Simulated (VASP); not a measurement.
Here is a VASP 6.6.1 calculation.

Contents of INCAR:

```
PREC = Accurate
ENCUT = 520
EDIFF = 1E-6
ISMEAR = 0
SIGMA = 0.05
LREAL = F
LASPH = T
NELM = 80
ALGO = Normal
ISIF = 2
LWAVE = F
LCHARG = F
GGA = CA
NBANDS = 12
```

Contents of KPOINTS:

```
regular mesh
0
Gamma
  8 8 8
```

Contents of POSCAR:

```
CsH
1.0
    0.0000000000      3.3654670080      2.8606469568
    3.3654670080      0.0000000000      2.8606469568
    3.3654670080      3.3654670080      0.0000000000
Cs H
1 1
Direct
    0.0000000000      0.0000000000      0.0000000000
    0.5000000000      0.5000000000      0.5000000000
```

Potentials or basis: VASP PAW LDA potentials, release 64 (Cs_sv, H).

Run with:

```bash
$ cat potpaw_LDA.64/Cs_sv/POTCAR potpaw_LDA.64/H/POTCAR > POTCAR
$ mpirun -np 1 vasp_std > vasp.out
```

Problem. What does it give for the pressure?

Solution. -0.5 GPa.

Problem. What does it give for the band gap on the k mesh?

Solution. 1.79 eV, direct.

Stress tensor (GPa, compression positive):
```
-1.92  0.00  0.00
 0.00 -1.92  0.00
 0.00  0.00  2.25
```

Caveat: spin-orbit coupling is left out, which moves the levels of the heavy elements. A k mesh can miss the band edges.
